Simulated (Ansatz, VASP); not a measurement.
## W: VASP beside Ansatz

```
W
1.0
    -1.72508    1.72508    1.59730
     1.72508   -1.72508    1.59730
     1.72508    1.72508   -1.59730
W
1
Direct
  0.00000 0.00000 0.00000
```

Change from the starting cell: strain +0.080 along x and y, +0.000 along z, atoms carried along.

Alike in both runs: task single point; functional PBEsol; k mesh 20 × 20 × 20; occupations gaussian, width 0.15 eV; no spin polarisation.

|  | VASP | Ansatz |
| --- | --- | --- |
| version | VASP 6.6.1 | Ansatz 0.2.0 |
| potentials or method | VASP PAW PBE potentials, release 64 (W_sv), cutoff 520 eV | scalar-relativistic, plane waves, PAW |
| valence electrons in the cell | 14 | 14 |

|  | VASP | Ansatz | Ansatz less VASP |
| --- | --- | --- | --- |
| gap on the k mesh at the Fermi level (eV) | none | none | - |
| pressure (GPa) | -40.4 | -40.6 | -0.13 |
| traceless stress, the component that is largest in VASP (GPa) | 10.58 | 10.59 | +0.006 |

VASP's potentials were made for PBE, not for PBEsol. A gap of «none» marks a metal or a gap that the smearing closes. Both programs put the cell under strong tension, so it lies far from rest at this level.

Neither program's run includes spin-orbit coupling. Noted on VASP's run: the cell as given lies far from equilibrium.
